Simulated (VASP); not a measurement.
# PbS (Pm-3m) in VASP: settings compared

Aim: see how the results for PbS move with the level of theory and the settings. Levels: LDA, PBEsol. Tasks: single point.

All numbers are computed with VASP 6.6.1; they aren't measurements. Logs are shortened: lines on timing, memory, paths and dates and some standing lists are left out, and cuts for length are marked.

**1. The cell of the first run**

It takes space group Pm-3m (No. 221, cubic). Conventional cell: a = 3.654 Å, b = 3.654 Å, c = 3.654 Å, α = 90.00°, β = 90.00°, γ = 90.00°. Pb (site symmetry m-3m) has 8 S at 3.16 Å and 6 Pb at 3.65 Å within 4.2 Å. Within 4.2 Å of S (site symmetry m-3m) lie 8 Pb at 3.16 Å and 6 S at 3.65 Å.

**2. Single point, LDA**

File INCAR:

```
PREC = Accurate
ENCUT = 520
EDIFF = 1E-7
ISMEAR = -1
SIGMA = 0.05
LREAL = False
LASPH = True
NELM = 80
ALGO = Normal
ISIF = 2
LWAVE = False
LCHARG = False
GGA = CA
NBANDS = 17
```

File KPOINTS:

```
Automatic mesh
0
Gamma
  7 7 7
```

File POSCAR:

```
PbS
1.0
    3.6536590000      0.0000000000      0.0000000000
    0.0000000000      3.6536590000      0.0000000000
    0.0000000000      0.0000000000      3.6536590000
Pb S
1 1
Direct
    0.0000000000      0.0000000000      0.0000000000
    0.5000000000      0.5000000000      0.5000000000
```

Potentials or basis: VASP PAW LDA potentials, release 64 (Pb_d, S).

Command:

```bash
$ cat potpaw_LDA.64/Pb_d/POTCAR potpaw_LDA.64/S/POTCAR > POTCAR
$ mpirun -np 1 vasp_std > vasp.out
```

OUTCAR:

```text
PREC = Accurate
   ENCUT = 520
   EDIFF = 1E-7
   ISMEAR = -1
   LREAL = False
   LASPH = True
   NELM = 80
   ISIF = 2
   GGA = CA

 ion  position               nearest neighbor table
   1  0.000  0.000  0.000-   2 3.16   2 3.16   2 3.16   2 3.16   2 3.16   2 3.16   2 3.16   2 3.16

   2  0.500  0.500  0.500-   1 3.16   1 3.16   1 3.16   1 3.16   1 3.16   1 3.16   1 3.16   1 3.16

  LATTYP: Found a simple cubic cell.
 ALAT       =     3.6536590000

  Lattice vectors:

 A1 = (   3.6536590000,   0.0000000000,   0.0000000000)
 A2 = (   0.0000000000,   3.6536590000,   0.0000000000)
 A3 = (   0.0000000000,   0.0000000000,   3.6536590000)

Analysis of symmetry for initial positions (statically):
=====================================================================
 Subroutine PRICEL returns:
 Original cell was already a primitive cell.

 Routine SETGRP: Setting up the symmetry group for a
 simple cubic supercell.

 Subroutine GETGRP returns: Found 48 space group operations
 (whereof 48 operations were pure point group operations)
 out of a pool of 48 trial point group operations.

The static configuration has the point symmetry O_h .

Analysis of symmetry for dynamics (positions and initial velocities):
=====================================================================
 Subroutine PRICEL returns:
 Original cell was already a primitive cell.

 Routine SETGRP: Setting up the symmetry group for a
 simple cubic supercell.

 Subroutine GETGRP returns: Found 48 space group operations
 (whereof 48 operations were pure point group operations)
 out of a pool of 48 trial point group operations.

The dynamic configuration has the point symmetry O_h .

 Subroutine INISYM returns: Found 48 space group operations
 (whereof 48 operations are pure point group operations),
 and found     1 'primitive' translations

----------------------------------------------------------------------------------------

                                     Primitive cell

  volume of cell :      48.7735

  direct lattice vectors                    reciprocal lattice vectors
     3.653659000  0.000000000  0.000000000     0.273698230  0.000000000  0.000000000
     0.000000000  3.653659000  0.000000000     0.000000000  0.273698230  0.000000000
     0.000000000  0.000000000  3.653659000     0.000000000  0.000000000  0.273698230

  length of vectors
     3.653659000  3.653659000  3.653659000     0.273698230  0.273698230  0.273698230

  position of ions in fractional coordinates (direct lattice)
     0.000000000  0.000000000  0.000000000
     0.500000000  0.500000000  0.500000000

  ion indices of the primitive-cell ions
   primitive index   ion index
                 1           1
                 2           2

----------------------------------------------------------------------------------------

 KPOINTS: Automatic mesh

Automatic generation of k-mesh.
 Grid dimensions read from file:
 generate k-points for:    7    7    7

 Generating k-lattice:

  Cartesian coordinates                     Fractional coordinates (reciprocal lattice)
     0.039099747  0.000000000  0.000000000     0.142857143  0.000000000  0.000000000
     0.000000000  0.039099747  0.000000000     0.000000000  0.142857143  0.000000000
     0.000000000  0.000000000  0.039099747     0.000000000  0.000000000  0.142857143

  Length of vectors
     0.039099747  0.039099747  0.039099747

  Shift w.r.t. Gamma in fractional coordinates (k-lattice)
     0.000000000  0.000000000  0.000000000

 Subroutine IBZKPT returns following result:
 ===========================================

 Found     20 irreducible k-points:

 Following reciprocal coordinates:
            Coordinates               Weight
  0.000000  0.000000  0.000000      1.000000
  0.142857  0.000000  0.000000      6.000000
  0.285714  0.000000  0.000000      6.000000
  0.428571  0.000000  0.000000      6.000000
  0.142857  0.142857  0.000000     12.000000
  0.285714  0.142857  0.000000     24.000000
[... 12 lines left out ...]
  0.428571  0.428571  0.285714     24.000000
  0.428571  0.428571  0.428571      8.000000
   k-points           NKPTS =     20   k-points in BZ     NKDIM =     20   number of bands    NBANDS=     17
   number of dos      NEDOS =    301   number of ions     NIONS =      2
   total plane-waves  NPLWV =  21952
   dimension x,y,z NGX =    28 NGY =   28 NGZ =   28
   dimension x,y,z NGXF=    56 NGYF=   56 NGZF=   56
   ions per type =               1   1
   NGX,Y,Z   is equivalent  to a cutoff of  12.74, 12.74, 12.74 a.u.
   NGXF,Y,Z  is equivalent  to a cutoff of  25.48, 25.48, 25.48 a.u.
 SYSTEM =  unknown system
   PREC   = accura    normal or accurate (medium, high low for compatibility)
   ISTART =      0    job   : 0-new  1-cont  2-samecut
   ICHARG =      2    charge: 1-file 2-atom 10-const
   ISPIN  =      1    spin polarized calculation?
   LNONCOLLINEAR =      F non collinear calculations
   LSORBIT =      F    spin-orbit coupling
   LASPH  =      T    aspherical Exc in radial PAW
   ENCUT  =  520.0 eV  38.22 Ry    6.18 a.u.   6.79  6.79  6.79*2*pi/ulx,y,z
   NELM   =     80;   NELMIN=  2; NELMDL= -5     # of ELM steps
   EDIFF  = 0.1E-06   stopping-criterion for ELM
   LREAL  =      F    real-space projection
   EDIFFG = 0.1E-05   stopping-criterion for IOM
   NSW    =      0    number of steps for IOM
   IBRION =     -1    ionic relax: 0-MD 1-quasi-New 2-CG
   NFREE  =      0    steps in history (QN), initial steepest desc. (CG)
   ISIF   =      2    stress and relaxation
   ISYM   =      2    0-nonsym 1-usesym 2-fastsym
   POTIM  = 0.5000    time-step for ionic-motion
   TEBEG  =    0.0;   TEEND  =   0.0 temperature during run
   PSTRESS=    0.0 pullay stress
   NELECT =      20.0000    total number of electrons
   NUPDOWN=      -1.0000    fix difference up-down
   EMIN   =  10.00;   EMAX   =-10.00  energy-range for DOS
   EFERMI =   0.00;   METHOD = LEGACY
   ISMEAR =    -1;   SIGMA  =   0.05  broadening in eV -4-tet -1-fermi 0-gaus
   EFERMI_NEDOS =   21; number of points for ismear=-14 and -15
   IALGO  =     38    algorithm
   IMIX   =      4    mixing-type and parameters
     AMIX     =   0.40;   BMIX     =  1.00
     AMIX_MAG =   1.60;   BMIX_MAG =  1.00
  volume/ion in A,a.u.               =      24.39       164.57
  Fermi-wavevector in a.u.,A,eV,Ry     =   1.216252  2.298383 20.126668  1.479268
  Thomas-Fermi vector in A             =   2.351612
   LORBIT       =      0    0 simple, 1 ext, 2 COOP (PROOUT), +10 PAW based schemes
   GGA     = CA    functional components
   LHFCALC =     F    Hartree Fock is set to
   AEXX    =    0.0000 exact exchange contribution
   IVDW    =     0    specifies the selected vdW correction
   LEPSILON=     F    determine dielectric tensor
   LRPA    =     F    only Hartree local field effects (RPA)
 non-spin polarized calculation
  energy-cutoff  :      520.00
  volume of cell :       48.77
 maximum number of plane-waves:      1357
 NGX is ok and might be reduce to    28
   NGX = 13   NGY = 13   NGZ = 13

 number of electron      19.9999995 magnetization

 Free energy of the ion-electron system (eV)
  ---------------------------------------------------
  ext. energy  EPLUGINS =         0.00000000
  ---------------------------------------------------
  free energy    TOTEN  =        -9.50000094 eV

  energy without entropy =       -9.49000383  energy(sigma->0) =       -9.49500238

 E-fermi :   5.7907     XC(G=0): -10.4806

 val. band max:        5.7638746395   @ k =   0.4286   0.4286   0.4286
 cond. band min:       6.6359091530   @ k =   0.4286   0.4286   0.4286
 fundamental gap:      0.8720345135
 Fermi energy:         5.7907127012

 k-point     1 :       0.0000    0.0000    0.0000
  band No.  band energies     occupation
      1     -10.9382      2.00000
      2     -10.9382      2.00000
      3     -10.7271      2.00000
      4     -10.7271      2.00000
      5     -10.7271      2.00000
      6      -7.2287      2.00000
[... 9 lines left out ...]
     16      18.5372      0.00000
     17      18.6743      0.00000

 k-point     2 :       0.1429    0.0000    0.0000
  band No.  band energies     occupation
      1     -10.9362      2.00000
      2     -10.9079      2.00000
      3     -10.7383      2.00000
      4     -10.7383      2.00000
      5     -10.7260      2.00000
      6      -7.0541      2.00000
[... 9 lines left out ...]
     16      18.4116      0.00000
     17      18.4243      0.00000

 k-point     3 :       0.2857    0.0000    0.0000
  band No.  band energies     occupation
      1     -10.9319      2.00000
      2     -10.8404      2.00000
      3     -10.7634      2.00000
      4     -10.7634      2.00000
      5     -10.7235      2.00000
      6      -6.5724      2.00000
[... 9 lines left out ...]
     16      16.5836      0.00000
     17      18.6539      0.00000

 k-point     4 :       0.4286    0.0000    0.0000
  band No.  band energies     occupation
      1     -10.9284      2.00000
      2     -10.7867      2.00000
      3     -10.7834      2.00000
      4     -10.7834      2.00000
      5     -10.7215      2.00000
      6      -6.0091      2.00000
[... 9 lines left out ...]
     16      18.2908      0.00000
     17      18.6375      0.00000
[... 263 lines left out ...]
      1     -10.8458      2.00000
      2     -10.8252      2.00000
      3     -10.7989      2.00000
      4     -10.7736      2.00000
      5     -10.7164      2.00000
      6      -5.2324      2.00000
[... 9 lines left out ...]
     16      16.8423      0.00000
     17      20.6324      0.00000

 k-point    19 :       0.4286    0.4286    0.2857
  band No.  band energies     occupation
      1     -10.8677      2.00000
      2     -10.8238      2.00000
      3     -10.8219      2.00000
      4     -10.7440      2.00000
      5     -10.6835      2.00000
      6      -5.0433      2.00000
[... 9 lines left out ...]
     16      17.7656      0.00000
     17      21.3287      0.00000

 k-point    20 :       0.4286    0.4286    0.4286
  band No.  band energies     occupation
      1     -10.8544      2.00000
      2     -10.8486      2.00000
      3     -10.8486      2.00000
      4     -10.6822      2.00000
      5     -10.6822      2.00000
      6      -4.9356      2.00000
[... 9 lines left out ...]
     16      18.6856      0.00000
     17      22.4030      0.00000

------------------------ aborting loop because EDIFF is reached ----------------------------------------

  FORCE on cell =-STRESS in cart. coord.  units (eV):
  Direction    XX          YY          ZZ          XY          YZ          ZX
  --------------------------------------------------------------------------------------
  -------------------------------------------------------------------------------------
  Total       -1.6151305     -1.6151305     -1.6151305      0.0000000      0.0000000      0.0000000
  in kB      -53.0559576    -53.0559576    -53.0559576      0.0000000      0.0000000      0.0000000
  external PRESSURE =     -53.0559576 kB  Pullay stress =       0.0000000 kB

 VOLUME and BASIS-vectors are now :
 -----------------------------------------------------------------------------
  energy-cutoff  :      520.00
  volume of cell :       48.77
      direct lattice vectors                 reciprocal lattice vectors
     3.653659000  0.000000000  0.000000000     0.273698230  0.000000000  0.000000000
     0.000000000  3.653659000  0.000000000     0.000000000  0.273698230  0.000000000
     0.000000000  0.000000000  3.653659000     0.000000000  0.000000000  0.273698230

 POSITION                                       TOTAL-FORCE (eV/Angst)
 -----------------------------------------------------------------------------------
      0.00000      0.00000      0.00000         0.000000      0.000000      0.000000
      1.82683      1.82683      1.82683         0.000000      0.000000      0.000000
 -----------------------------------------------------------------------------------
    total drift:                               -0.000000      0.000000      0.000000

  FREE ENERGIE OF THE ION-ELECTRON SYSTEM (eV)
  ---------------------------------------------------
  free  energy   TOTEN  =        -9.5000009398 eV

  energy  without entropy=       -9.4900038294  energy(sigma->0) =       -9.49500238
```

Run time: 26 s. Hardware: 1 thread of Intel Xeon 8259CL, shared host; peak memory 0.15 GiB.

What came out:

- Free energy: -9.5000 eV
- Pressure: -5.3 GPa

Caveat: spin-orbit coupling is left out, which moves the levels of the heavy elements.

**3. Single point, LDA**

This run uses another cell than the first one, of 24.87 Å³/atom, 1.020 times its volume.

File INCAR:

```
SYSTEM = PbS
ALGO     = Normal         ! electronic algorithm
EDIFF    = 1E-6           ! SCF threshold, eV
ENCUT    = 520            ! plane-wave cutoff, eV
ISIF     = 2              ! what is computed and relaxed
ISMEAR   = -1             ! smearing method
LASPH    = .True.         ! aspherical terms in the spheres
LCHARG   = .False.        ! write CHGCAR
LREAL    = .False.        ! projectors in reciprocal space
LWAVE    = .False.        ! write WAVECAR
NBANDS   = 17             ! bands
NELM     = 60             ! most SCF steps
PREC     = Accurate       ! precision mode
SIGMA    = 0.05           ! smearing width, eV
```

File KPOINTS:

```
k-points
0
Gamma
  7 7 7
  0 0 0
```

File POSCAR:

```
PbS
1.0
    3.6778561224      0.0000000000      0.0000000000
    0.0000000000      3.6778561224      0.0000000000
    0.0000000000      0.0000000000      3.6778561224
Pb S
1 1
Direct
    0.0000000000      0.0000000000      0.0000000000
    0.5000000000      0.5000000000      0.5000000000
```

Potentials or basis: VASP PAW LDA potentials, release 64 (Pb_d, S).

Command:

```bash
$ cat potpaw_LDA.64/Pb_d/POTCAR potpaw_LDA.64/S/POTCAR > POTCAR
$ mpirun -np 1 vasp_std > vasp.out
```

It took 28 s on 1 thread of Intel Xeon 8259CL, shared host; peak memory 0.15 GiB.

It converged, with:

* Free energy: -9.4657 eV
* Pressure: -6.1 GPa
* Band gap on the k mesh: 0.05 eV, indirect (least direct gap 1.29 eV)

Levels at points of the mesh, in eV from the valence-band top:
| k point | band 6 | band 7 | band 8 | band 9 | band 10 | band 11 | band 12 | band 13 | band 14 | band 15 |
| --- | --- | --- | --- | --- | --- | --- | --- | --- | --- | --- |
| (0.00, 0.00, 0.00) | -12.84 | -6.67 | -1.41 | -1.41 | -1.41 | 5.58 | 5.58 | 6.40 | 6.40 | 6.40 |

Caveat: spin-orbit coupling is left out, which moves the levels of the heavy elements. A k mesh can miss the band edges.

**4. Single point, PBEsol**

File INCAR:

```
PREC = Accurate
ENCUT = 520
EDIFF = 1E-6
ISMEAR = -1
SIGMA = 0.05
LREAL = False
LASPH = True
NELM = 100
ALGO = Normal
ISIF = 2
LWAVE = False
LCHARG = True
GGA = PS
LELF = True
LVHAR = True
NBANDS = 17
```

File KPOINTS:

```
regular mesh
0
Gamma
  7 7 7
```

File POSCAR:

```
PbS
1.0
    3.6536590000      0.0000000000      0.0000000000
    0.0000000000      3.6536590000      0.0000000000
    0.0000000000      0.0000000000      3.6536590000
Pb S
1 1
Direct
    0.0000000000      0.0000000000      0.0000000000
    0.5000000000      0.5000000000      0.5000000000
```

Potentials or basis: VASP PAW PBE potentials, release 64 (Pb_d, S).

Command:

```bash
$ cat potpaw_PBE.64/Pb_d/POTCAR potpaw_PBE.64/S/POTCAR > POTCAR
$ mpirun -np 1 vasp_std > vasp.out
```

Wall time 34 s (1 thread of Intel Xeon 8259CL, shared host); peak memory 0.16 GiB.

It converged, with:

- Free energy: -8.9880 eV
- Pressure: -3.6 GPa

Levels at points of the mesh, in eV from the Fermi level:
```tsv
k point	band 6	band 7	band 8	band 9	band 10	band 11	band 12	band 13	band 14	band 15
(0.00, 0.00, 0.00)	-13.06	-6.65	-1.52	-1.52	-1.52	5.47	5.47	6.58	6.58	6.58
```

Caveat: the PAW data sets were made with another functional, which shifts forces and pressure a little; spin-orbit coupling is left out, which moves the levels of the heavy elements.

(Continued in part 2 of 2.)
